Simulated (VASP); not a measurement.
Here is a VASP 6.6.1 calculation.

INCAR

```
SYSTEM = SiBr6
PREC = Accurate ; ENCUT = 520
EDIFF = 1E-6 ; ISMEAR = 0
SIGMA = 0.1 ; LREAL = .FALSE.
LASPH = .TRUE. ; NELM = 60
ALGO = Normal ; ISIF = 2
LWAVE = .FALSE. ; LCHARG = .FALSE.
GGA = PE ; NBANDS = 32
```

KPOINTS

```
regular mesh
0
G
  4 4 4
  0 0 0
```

Contents of POSCAR:

```
SiBr6
1.0
    6.0769140800      0.0000000000      0.0000000000
    0.0000000000      6.0769140800      0.0000000000
    0.0000000000      0.0000000000      6.0769140800
Si Br
1 6
Direct
    0.0000000000      0.0000000000      0.0000000000
    0.5000000000      0.5000000000      0.2000000000
    0.5000000000      0.5000000000      0.8000000000
    0.2000000000      0.5000000000      0.5000000000
    0.8000000000      0.5000000000      0.5000000000
    0.5000000000      0.2000000000      0.5000000000
    0.5000000000      0.8000000000      0.5000000000
```

Potentials or basis: VASP PAW PBE potentials, release 64 (Si, Br).

The run is started by

```bash
$ cat potpaw_PBE.64/Si/POTCAR potpaw_PBE.64/Br/POTCAR > POTCAR
$ mpirun -np 1 vasp_std > vasp.out
```

Task: Predict the band gap on the k mesh.

Result: Zero (band 23 reaches 2.72 eV, above the bottom of band 24 at 2.07 eV).

Task: Estimate the pressure.

Result: 21.1 GPa.

Task: What does it give for the largest force?

Result: 5.470 eV/Å.

Forces on the atoms (eV/Å):
```
Si   0.000  0.000  0.000
Br   0.000  0.000 -5.470
Br   0.000  0.000  5.470
Br  -5.470  0.000  0.000
Br   5.470  0.000  0.000
Br   0.000 -5.470  0.000
Br   0.000  5.470  0.000
```

Caveat: forces of over 1 eV/Å act on the atoms, so gaps and moduli don't describe the material at rest.
